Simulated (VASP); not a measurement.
# Os (P6_3/mmc) in VASP: a series of runs

The runs below take Os through single point, relaxation of cell and atoms, with PBEsol.

Everything below comes from runs of VASP 6.6.1. Logs are shortened: lines on timing, memory, paths and dates and some standing lists are left out, and cuts for length are marked.

## (1) The cell of the first run

It takes space group P6_3/mmc (No. 194, hexagonal). Conventional cell: a = 2.727 Å, b = 2.727 Å, c = 4.313 Å, α = 90.00°, β = 90.00°, γ = 120.00°. Within 3.5 Å of Os (site symmetry -6m2) lie 12 Os at 2.67 to 2.73 Å.

## (2) Single point, PBEsol

INCAR reads:

```
SYSTEM = Os
PREC = Accurate ; ENCUT = 520
EDIFF = 1E-6 ; ISMEAR = 0
SIGMA = 0.1 ; LREAL = .FALSE.
LASPH = .TRUE. ; NELM = 100
ALGO = Normal ; ISIF = 2
LWAVE = .FALSE. ; LCHARG = .TRUE.
GGA = PS ; LELF = .TRUE.
LVHAR = .TRUE. ; NBANDS = 15
```

KPOINTS reads:

```
regular mesh
0
G
  18 18 10
  0 0 0
```

POSCAR reads:

```
Os
1.0
    2.7271780751      0.0000000000      0.0000000000
   -1.3635890376      2.3618054937      0.0000000000
    0.0000000000      0.0000000000      4.3132045603
Os
2
Direct
    0.3333333333      0.6666666667      0.2500000000
    0.6666666667      0.3333333333      0.7500000000
```

Potentials or basis: VASP PAW PBE potentials, release 64 (Os).

Started as:

```
cat potpaw_PBE.64/Os/POTCAR > POTCAR
mpirun -np 1 vasp_std > vasp.out
```

OUTCAR:

```text
SYSTEM = Os
   PREC = Accurate
   ENCUT = 520
   EDIFF = 1E-6
   ISMEAR = 0
   LREAL = .FALSE.
   LASPH = .TRUE.
   NELM = 100
   ISIF = 2
   GGA = PS

 ion  position               nearest neighbor table
   1  0.333  0.667  0.250-   2 2.67   2 2.67   2 2.67   2 2.67   2 2.67   2 2.67
   2  0.667  0.333  0.750-   1 2.67   1 2.67   1 2.67   1 2.67   1 2.67   1 2.67

  LATTYP: Found a hexagonal cell.
 ALAT       =     2.7271780751
 C/A-ratio  =     1.5815632282

  Lattice vectors:

 A1 = (   2.7271780751,   0.0000000000,   0.0000000000)
 A2 = (  -1.3635890376,   2.3618054937,   0.0000000000)
 A3 = (   0.0000000000,   0.0000000000,   4.3132045603)

Analysis of symmetry for initial positions (statically):
=====================================================================
 Subroutine PRICEL returns:
 Original cell was already a primitive cell.

 Routine SETGRP: Setting up the symmetry group for a
 hexagonal supercell.

 Subroutine GETGRP returns: Found 24 space group operations
 (whereof 12 operations were pure point group operations)
 out of a pool of 24 trial point group operations.

The static configuration has the point symmetry D_3d.
 The point group associated with its full space group is D_6h.

Analysis of symmetry for dynamics (positions and initial velocities):
=====================================================================
 Subroutine PRICEL returns:
 Original cell was already a primitive cell.

 Routine SETGRP: Setting up the symmetry group for a
 hexagonal supercell.

 Subroutine GETGRP returns: Found 24 space group operations
 (whereof 12 operations were pure point group operations)
 out of a pool of 24 trial point group operations.

The dynamic configuration has the point symmetry D_3d.
 The point group associated with its full space group is D_6h.

 Subroutine INISYM returns: Found 24 space group operations
 (whereof 12 operations are pure point group operations),
 and found     1 'primitive' translations

----------------------------------------------------------------------------------------

                                     Primitive cell

  volume of cell :      27.7816

  direct lattice vectors                    reciprocal lattice vectors
     2.727178075  0.000000000  0.000000000     0.366679393  0.211702446  0.000000000
    -1.363589038  2.361805494  0.000000000     0.000000000  0.423404892  0.000000000
     0.000000000  0.000000000  4.313204560     0.000000000  0.000000000  0.231846180

  length of vectors
     2.727178075  2.727178075  4.313204560     0.423404892  0.423404892  0.231846180

  position of ions in fractional coordinates (direct lattice)
     0.333333333  0.666666667  0.250000000
     0.666666667  0.333333333  0.750000000

  ion indices of the primitive-cell ions
   primitive index   ion index
                 1           1
                 2           2

----------------------------------------------------------------------------------------

 KPOINTS: regular mesh

Automatic generation of k-mesh.
 Grid dimensions read from file:
 generate k-points for:   18   18   10

 Generating k-lattice:

  Cartesian coordinates                     Fractional coordinates (reciprocal lattice)
     0.020371077  0.011761247  0.000000000     0.055555556  0.000000000  0.000000000
     0.000000000  0.023522494  0.000000000     0.000000000  0.055555556  0.000000000
     0.000000000  0.000000000  0.023184618     0.000000000  0.000000000  0.100000000

  Length of vectors
     0.023522494  0.023522494  0.023184618

  Shift w.r.t. Gamma in fractional coordinates (k-lattice)
     0.000000000  0.000000000  0.000000000

 Subroutine IBZKPT returns following result:
 ===========================================

 Found    222 irreducible k-points:

 Following reciprocal coordinates:
            Coordinates               Weight
  0.000000  0.000000  0.000000      1.000000
  0.055556  0.000000  0.000000      6.000000
  0.111111  0.000000  0.000000      6.000000
  0.166667 -0.000000  0.000000      6.000000
  0.222222  0.000000  0.000000      6.000000
  0.277778 -0.000000  0.000000      6.000000
[... 16 lines left out ...]
  0.333333  0.111111  0.000000     12.000000
  0.388889  0.111111  0.000000     12.000000
 [... further k-points ...]
   k-points           NKPTS =    222   k-points in BZ     NKDIM =    222   number of bands    NBANDS=     15
   number of dos      NEDOS =    301   number of ions     NIONS =      2
   total plane-waves  NPLWV =  12800
   dimension x,y,z NGX =    20 NGY =   20 NGZ =   32
   dimension x,y,z NGXF=    40 NGYF=   40 NGZF=   64
   ions per type =               2
   NGX,Y,Z   is equivalent  to a cutoff of  12.19, 12.19, 12.33 a.u.
   NGXF,Y,Z  is equivalent  to a cutoff of  24.38, 24.38, 24.67 a.u.
 SYSTEM =  Os
   PREC   = accura    normal or accurate (medium, high low for compatibility)
   ISTART =      0    job   : 0-new  1-cont  2-samecut
   ICHARG =      2    charge: 1-file 2-atom 10-const
   ISPIN  =      1    spin polarized calculation?
   LNONCOLLINEAR =      F non collinear calculations
   LSORBIT =      F    spin-orbit coupling
   LASPH  =      T    aspherical Exc in radial PAW
   ENCUT  =  520.0 eV  38.22 Ry    6.18 a.u.   5.07  5.07  8.02*2*pi/ulx,y,z
   NELM   =    100;   NELMIN=  2; NELMDL= -5     # of ELM steps
   EDIFF  = 0.1E-05   stopping-criterion for ELM
   LREAL  =      F    real-space projection
   EDIFFG = 0.1E-04   stopping-criterion for IOM
   NSW    =      0    number of steps for IOM
   IBRION =     -1    ionic relax: 0-MD 1-quasi-New 2-CG
   NFREE  =      0    steps in history (QN), initial steepest desc. (CG)
   ISIF   =      2    stress and relaxation
   ISYM   =      2    0-nonsym 1-usesym 2-fastsym
   POTIM  = 0.5000    time-step for ionic-motion
   TEBEG  =    0.0;   TEEND  =   0.0 temperature during run
   PSTRESS=    0.0 pullay stress
   NELECT =      16.0000    total number of electrons
   NUPDOWN=      -1.0000    fix difference up-down
   EMIN   =  10.00;   EMAX   =-10.00  energy-range for DOS
   EFERMI =   0.00;   METHOD = LEGACY
   ISMEAR =     0;   SIGMA  =   0.10  broadening in eV -4-tet -1-fermi 0-gaus
   EFERMI_NEDOS =   21; number of points for ismear=-14 and -15
   IALGO  =     38    algorithm
   IMIX   =      4    mixing-type and parameters
     AMIX     =   0.40;   BMIX     =  1.00
     AMIX_MAG =   1.60;   BMIX_MAG =  1.00
  volume/ion in A,a.u.               =      13.89        93.74
  Fermi-wavevector in a.u.,A,eV,Ry     =   1.362058  2.573916 25.241555  1.855202
  Thomas-Fermi vector in A             =   2.488581
   LORBIT       =      0    0 simple, 1 ext, 2 COOP (PROOUT), +10 PAW based schemes
   GGA     = PS    functional components
   LHFCALC =     F    Hartree Fock is set to
   AEXX    =    0.0000 exact exchange contribution
   IVDW    =     0    specifies the selected vdW correction
   LEPSILON=     F    determine dielectric tensor
   LRPA    =     F    only Hartree local field effects (RPA)
 non-spin polarized calculation
 Gauss-broadening in eV      SIGMA  =   0.10
  energy-cutoff  :      520.00
  volume of cell :       27.78
 maximum number of plane-waves:       768
   NGX = 11   NGY = 11   NGZ = 17

 number of electron      15.9999998 magnetization

 Free energy of the ion-electron system (eV)
  ---------------------------------------------------
  ext. energy  EPLUGINS =         0.00000000
  ---------------------------------------------------
  free energy    TOTEN  =       -24.48565908 eV

  energy without entropy =      -24.47828324  energy(sigma->0) =      -24.48197116

 E-fermi :   9.4114     XC(G=0): -14.1940

 val. band max:        9.4026574812   @ k =   0.2222   0.0556   0.3000
 cond. band min:       9.4212930827   @ k =   0.4444   0.1111   0.4000
 fundamental gap:      0.0186356015
 Fermi energy:         9.4114463623

 k-point     1 :       0.0000    0.0000    0.0000
  band No.  band energies     occupation
      1      -1.6455      2.00000
      2       1.5194      2.00000
      3       6.3124      2.00000
      4       6.3124      2.00000
      5       6.5598      2.00000
      6       7.1651      2.00000
      7       7.1651      2.00000
      8       7.8424      2.00000
      9       7.8424      2.00000
     10       9.3982      1.14868
     11      11.1250      0.00000
     12      11.1250      0.00000
     13      18.5267      0.00000
     14      23.4520      0.00000
     15      26.1771      0.00000

 k-point     2 :       0.0556    0.0000    0.0000
  band No.  band energies     occupation
      1      -1.5187      2.00000
      2       1.6331      2.00000
      3       6.0196      2.00000
      4       6.4244      2.00000
      5       6.8172      2.00000
      6       7.0873      2.00000
      7       7.2697      2.00000
      8       7.6879      2.00000
      9       7.7503      2.00000
     10       8.7992      2.00000
     11      11.1895      0.00000
     12      11.9101      0.00000
     13      18.5182      0.00000
     14      23.7176      0.00000
     15      26.3449      0.00000

 k-point     3 :       0.1111    0.0000    0.0000
  band No.  band energies     occupation
      1      -1.1490      2.00000
      2       1.9513      2.00000
      3       5.5926      2.00000
      4       6.7559      2.00000
      5       6.8474      2.00000
      6       7.0637      2.00000
      7       7.2172      2.00000
      8       7.5064      2.00000
      9       7.5786      2.00000
     10       8.1665      2.00000
     11      11.3531      0.00000
     12      13.2698      0.00000
     13      18.4723      0.00000
     14      24.4417      0.00000
     15      26.7845      0.00000

 k-point     4 :       0.1667   -0.0000    0.0000
  band No.  band energies     occupation
      1      -0.5701      2.00000
      2       2.3901      2.00000
      3       5.1865      2.00000
      4       6.1172      2.00000
      5       6.5732      2.00000
      6       7.1780      2.00000
      7       7.2937      2.00000
      8       7.6817      2.00000
      9       7.8292      2.00000
     10       8.0766      2.00000
     11      11.5563      0.00000
     12      14.7465      0.00000
     13      18.3553      0.00000
     14      25.2187      0.00000
     15      26.9901      0.00000
[... 307 lines left out ...]
 k-point    22 :       0.2778    0.1111    0.0000
  band No.  band energies     occupation
      1       1.9274      2.00000
      2       2.9824      2.00000
      3       3.6718      2.00000
      4       4.9203      2.00000
      5       5.9227      2.00000
      6       6.6972      2.00000
      7       7.1772      2.00000
      8       9.3368      1.70876
      9      10.2708      0.00000
     10      11.2964      0.00000
     11      11.8658      0.00000
     12      17.9728      0.00000
     13      19.6639      0.00000
     14      20.2932      0.00000
     15      22.4032      0.00000

 k-point    23 :       0.3333    0.1111    0.0000
  band No.  band energies     occupation
      1       2.3652      2.00000
      2       2.7444      2.00000
      3       3.2321      2.00000
      4       5.3874      2.00000
      5       5.8092      2.00000
      6       6.9256      2.00000
      7       7.1259      2.00000
      8      10.1832      0.00000
      9      11.0052      0.00000
     10      11.9194      0.00000
     11      12.3494      0.00000
     12      17.9642      0.00000
     13      18.5559      0.00000
     14      20.8633      0.00000
     15      21.0191      0.00000

 k-point    24 :       0.3889    0.1111    0.0000
  band No.  band energies     occupation
      1       2.5116      2.00000
      2       2.6294      2.00000
      3       2.9625      2.00000
      4       5.7558      2.00000
      5       5.8485      2.00000
      6       6.7484      2.00000
      7       7.4540      2.00000
      8      11.0184      0.00000
      9      11.4628      0.00000
     10      11.9491      0.00000
     11      13.3736      0.00000
     12      16.4125      0.00000
     13      18.8709      0.00000
     14      19.9568      0.00000
     15      21.7367      0.00000

 [... further k-points ...]
[... 5 lines left out ...]
  --------------------------------------------------------------------------------------
  -------------------------------------------------------------------------------------
  Total        0.0923667      0.0923667      0.0771078     -0.0000000      0.0000000      0.0000000
  in kB        5.3268215      5.3268215      4.4468395     -0.0000000      0.0000000      0.0000000
  external PRESSURE =       5.0334942 kB  Pullay stress =       0.0000000 kB

 VOLUME and BASIS-vectors are now :
 -----------------------------------------------------------------------------
  energy-cutoff  :      520.00
  volume of cell :       27.78
      direct lattice vectors                 reciprocal lattice vectors
     2.727178075  0.000000000  0.000000000     0.366679393  0.211702446  0.000000000
    -1.363589038  2.361805494  0.000000000     0.000000000  0.423404892  0.000000000
     0.000000000  0.000000000  4.313204560     0.000000000  0.000000000  0.231846180

 POSITION                                       TOTAL-FORCE (eV/Angst)
 -----------------------------------------------------------------------------------
     -0.00000      1.57454      1.07830        -0.000000      0.000000      0.000000
      1.36359      0.78727      3.23490         0.000000     -0.000000      0.000000
 -----------------------------------------------------------------------------------
    total drift:                                0.000000     -0.000000     -0.000000

  FREE ENERGIE OF THE ION-ELECTRON SYSTEM (eV)
  ---------------------------------------------------
  free  energy   TOTEN  =       -24.4856590805 eV

  energy  without entropy=      -24.4782832361  energy(sigma->0) =      -24.48197116
```

Run time: 25 s. Hardware: 1 thread of Intel Xeon 6975P-C (Granite Rapids), shared host; peak memory 0.2 GiB.

What came out:

```
Free energy            : -24.4857 eV
Pressure               : 0.5 GPa
Band gap on the k mesh : zero (band 8 reaches 11.49 eV, above the bottom of band 9 at 7.49 eV)
```

Levels at points of the mesh, in eV from the Fermi level:
```
           k point  band 5  band 6  band 7  band 8  band 9  band 10  band 11  band 12
(0.00, 0.00, 0.00)   -2.85   -2.25   -2.25   -1.57   -1.57    -0.01     1.71     1.71
(0.50, 0.00, 0.00)   -2.95   -2.61   -1.92    2.08    2.65     2.76     4.47     5.76
(0.00, 0.00, 0.50)   -3.29   -3.29   -3.29   -3.29    0.91     0.91     0.91     0.91
(0.50, 0.00, 0.50)   -1.22   -1.22   -0.18   -0.18    2.42     2.42     3.34     3.34
```

Caveat: the PAW data sets were made with another functional, which shifts forces and pressure a little; spin-orbit coupling is left out, which moves the levels of the heavy elements.

## (3) Relaxation of cell and atoms, PBEsol

This run uses another cell than the first one, of 14.28 Å³/atom, 1.028 times its volume.

INCAR reads:

```
  ALGO = Fast
  EDIFF = 1E-6
  EDIFFG = -0.005
  ENCUT = 600
  GGA = PS
  IBRION = 2
  ISIF = 3
  ISMEAR = 0
  LASPH = True
  LCHARG = False
  LREAL = False
  LWAVE = False
  NELM = 80
  NSW = 70
  PREC = Accurate
  SIGMA = 0.1
```

KPOINTS reads:

```
k-points
0
Gamma
  18 18 10
```

POSCAR reads:

```
Os
1.0
    2.7527908586      0.0000000000      0.0000000000
   -1.3763954293      2.3839868148      0.0000000000
    0.0000000000      0.0000000000      4.3508626228
Os
2
Direct
    0.3333333333      0.6666666667      0.2500000000
    0.6666666667      0.3333333333      0.7500000000
```

Potentials or basis: VASP PAW PBE potentials, release 64 (Os).

Started as:

```
cat potpaw_PBE.64/Os/POTCAR > POTCAR
mpirun -np 1 vasp_std > vasp.out
```

OUTCAR:

```text
EDIFF = 1E-6
   EDIFFG = -0.005
   ENCUT = 600
   GGA = PS
   IBRION = 2
   ISIF = 3
   ISMEAR = 0
   LASPH = True
   LREAL = False
   NELM = 80
   NSW = 70
   PREC = Accurate

 ion  position               nearest neighbor table
   1  0.333  0.667  0.250-   2 2.69   2 2.69   2 2.69   2 2.69   2 2.69   2 2.69
   2  0.667  0.333  0.750-   1 2.69   1 2.69   1 2.69   1 2.69   1 2.69   1 2.69

  LATTYP: Found a hexagonal cell.
 ALAT       =     2.7527908586
 C/A-ratio  =     1.5805278520

  Lattice vectors:

 A1 = (   2.7527908586,   0.0000000000,   0.0000000000)
 A2 = (  -1.3763954293,   2.3839868148,   0.0000000000)
 A3 = (   0.0000000000,   0.0000000000,   4.3508626228)

Analysis of symmetry for initial positions (statically):
=====================================================================
 Subroutine PRICEL returns:
 Original cell was already a primitive cell.

 Routine SETGRP: Setting up the symmetry group for a
 hexagonal supercell.

 Subroutine GETGRP returns: Found 24 space group operations
[... 225 lines left out ...]
      9       9.3869      2.00000
     10      11.3709      0.15326
     11      13.2947      0.00000
     12      13.2947      0.00000
[... 596 lines left out ...]
--------------------------------------- Ionic step        9  -------------------------------------------

 number of electron      16.0000001 magnetization

 Free energy of the ion-electron system (eV)
  ---------------------------------------------------
  ext. energy  EPLUGINS =         0.00000000
  ---------------------------------------------------
  free energy    TOTEN  =       -24.48676200 eV

  energy without entropy =      -24.47936040  energy(sigma->0) =      -24.48306120

 E-fermi :   9.3894     XC(G=0): -14.1852

 val. band max:        9.3802660866   @ k =   0.2222   0.0556   0.3000
 cond. band min:       9.3981826479   @ k =   0.4444   0.1111   0.4000
 fundamental gap:      0.0179165613
 Fermi energy:         9.3894469921

 k-point     1 :       0.0000    0.0000    0.0000
  band No.  band energies     occupation
      1      -1.6545      2.00000
      2       1.5114      2.00000
      3       6.2968      2.00000
      4       6.2968      2.00000
      5       6.5461      2.00000
      6       7.1480      2.00000
      7       7.1480      2.00000
      8       7.8217      2.00000
      9       7.8217      2.00000
     10       9.3775      1.13366
     11      11.0991      0.00000
     12      11.0991      0.00000
[... 374 lines left out ...]
  FREE ENERGIE OF THE ION-ELECTRON SYSTEM (eV)
  ---------------------------------------------------
  free  energy   TOTEN  =       -24.4867620027 eV

  energy  without entropy=      -24.4793603951  energy(sigma->0) =      -24.48306120

 reached required accuracy - stopping structural energy minimisation
```

Wall time 5 min (1 thread of Oxide Virtual Turin-like, shared host); peak memory 0.2 GiB.

Results:

* Free energy: -24.4868 eV
* Relaxed volume: 13.91 Å³/atom
* Relaxed cell: a = 2.729 Å, b = 2.729 Å, c = 4.315 Å, α = 90.00°, β = 90.00°, γ = 120.00°
* Space group after relaxing (to 0.05 Å): P6_3/mmc (No. 194)
* Energy gained by relaxing: 12.6 meV/atom
* Ionic steps: 9
* Pressure after relaxing: 0.0 GPa
* Band gap on the k mesh: zero (band 8 reaches 11.46 eV, above the bottom of band 9 at 7.47 eV)

The path:
```csv
step,energy change (eV),largest force (eV/Å),pressure (GPa),volume (Å³)
1,0.0000,0.0000,-10.77,28.55
2,0.5581,0.0000,68.41,24.77
3,-0.0251,0.0000,-0.55,27.86
4,-0.0252,0.0000,-0.20,27.83
5,-0.0252,0.0000,0.07,27.82
6,-0.0252,0.0000,0.10,27.82
7,-0.0252,0.0000,0.09,27.82
8,-0.0252,0.0000,-0.25,27.84
9,-0.0252,0.0000,-0.03,27.82
```

Final structure:
```
Os
1.0
     2.72873    0.00000    0.00000
    -1.36436    2.36315    0.00000
     0.00000    0.00000    4.31478
Os
2
Direct
  0.33333 0.66667 0.25000
  0.66667 0.33333 0.75000
```

Caveat: the PAW data sets were made with another functional, which shifts forces and pressure a little; spin-orbit coupling is left out, which moves the levels of the heavy elements.
